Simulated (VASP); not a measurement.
A run of VASP 6.6.1 is set up as follows.

POSCAR

```
Ti
1.0
    4.4309810599      0.0000000000      0.0000000000
   -2.2154905300      3.8373421616      0.0000000000
    0.0000000000      0.0000000000      2.7398260410
Ti
3
Direct
    0.0000000000      0.0000000000      0.0000000000
    0.3333333333      0.6666666667      0.5000000000
    0.6666666667      0.3333333333      0.5000000000
```

Contents of INCAR.step1:

```
SYSTEM = Ti
PREC = Accurate
ENCUT = 520
ISMEAR = 0
SIGMA = 0.1
LREAL = .FALSE.
LASPH = .TRUE.
NELM = 100
NBANDS = 25
GGA = PE
ALGO = Normal
EDIFF = 1E-4
LWAVE = .TRUE.
LCHARG = .FALSE.
```

The input INCAR.step2:

```
SYSTEM = Ti
PREC = Accurate
ENCUT = 520
EDIFF = 1E-6
ISMEAR = 0
SIGMA = 0.1
LREAL = .FALSE.
LASPH = .TRUE.
NELM = 100
ALGO = Normal
ISIF = 2
LWAVE = .FALSE.
LCHARG = .FALSE.
METAGGA = R2SCAN
LMIXTAU = .TRUE.
NBANDS = 25
ISTART = 1
```

KPOINTS

```
Automatic mesh
0
G
  12 12 18
  0 0 0
```

Potentials or basis: VASP PAW PBE potentials, release 64 (Ti_sv).

Run with:

```bash
$ cat potpaw_PBE.64/Ti_sv/POTCAR > POTCAR
$ cp INCAR.step1 INCAR
$ mpirun -np 1 vasp_std > vasp.out
$ cp INCAR.step2 INCAR
$ mpirun -np 1 vasp_std > vasp.out
```

**Question.** What does it give for the band gap on the k mesh?

**Answer.** Zero (bands 18 and 19 overlap by 0.33 eV).

**Question.** What does it give for the pressure?

**Answer.** 13.2 GPa.

Stress tensor (GPa, compression positive):
```
12.82  0.00  0.00
 0.00 12.82  0.00
 0.00  0.00 13.93
```

Caveat: the cell differs from its parent crystal (equal strain along all axes, cell held: -3.0 %); the cell stands under pressure; the PAW data sets were made with another functional, which shifts forces and pressure a little.
